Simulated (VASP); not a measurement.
A run of VASP 6.6.1 is set up as follows.

Contents of INCAR:

```
PREC     = Accurate       # precision mode
ENCUT    = 520            # plane-wave cutoff, eV
EDIFF    = 1E-6           # SCF threshold, eV
ISMEAR   = 0              # smearing method
SIGMA    = 0.15           # smearing width, eV
LREAL    = False          # projectors in reciprocal space
LASPH    = True           # aspherical terms in the spheres
NELM     = 60             # most SCF steps
ALGO     = Fast           # electronic algorithm
ISIF     = 2              # what is computed and relaxed
LWAVE    = False          # write WAVECAR
LCHARG   = False          # write CHGCAR
GGA      = PE             # functional
NBANDS   = 16             # bands
```

The input KPOINTS:

```
Automatic mesh
0
Gamma
  16 16 16
```

POSCAR

```
AlRu
1.0
    2.9916000000      0.0000000000      0.0000000000
    0.0000000000      2.9916000000      0.0000000000
    0.0000000000      0.0000000000      2.9317680000
Al Ru
1 1
Direct
    0.0000000000      0.0000000000      0.0000000000
    0.5000000000      0.5000000000      0.5000000000
```

Potentials or basis: VASP PAW PBE potentials, release 64 (Al, Ru_pv).

Run with:

```console
$ cat potpaw_PBE.64/Al/POTCAR potpaw_PBE.64/Ru_pv/POTCAR > POTCAR
$ mpirun -np 1 vasp_std > vasp.out
```

Problem. Estimate the pressure.

Solution. 7.2 GPa.

Stress tensor (GPa, compression positive):
```
5.94 0.00 0.00
0.00 5.94 0.00
0.00 0.00 9.73
```

Caveat: the cell differs from its parent crystal (strain -0.0200 x Voigt [0, 0, 1, 0, 0, 0]).
